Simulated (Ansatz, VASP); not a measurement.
One calculation of ScSi2O3, two programs

```xyz
6
Lattice="4.2124 0.0000 0.0000 -2.1062 3.6481 0.0000 0.0000 0.0000 5.7046" Properties=species:S:1:pos:R:3 pbc="T T T"
Sc    0.0000    0.0000    2.8523
Si    0.0000    2.4321    2.8523
Si    2.1062    1.2160    2.8523
O     1.7443    0.0000    2.8523
O    -0.8722    1.5106    2.8523
O     1.2341    2.1375    2.8523
```

Alike in both runs: task single point; functional PBE; k mesh 6 × 6 × 4; occupations gaussian, width 0.1 eV; collinear spin.

|  | VASP | Ansatz |
| --- | --- | --- |
| version | VASP 6.6.1 | Ansatz 0.2.0 |
| potentials or method | VASP PAW PBE potentials, release 64 (Sc_sv, Si, O), cutoff 520 eV | scalar-relativistic, plane waves, PAW |
| valence electrons in the cell | 37 | 37 |

|  | VASP | Ansatz | Ansatz less VASP |
| --- | --- | --- | --- |
| gap on the k mesh at the Fermi level (eV) | none | none | - |
| rms of the force components (eV/Å) | 4.048 | 4.543 | +0.4951 |
| net moment per atom (μB) | 0.00 | 0.00 | 0.000 |

Atom by atom the forces differ by 0.495 eV/Å (rms over components). A gap of «none» marks a metal or a gap that the smearing closes. The functional is the same, so the differences come from potentials, cutoffs and numerics. Ansatz's warnings: seeded moment not kept.
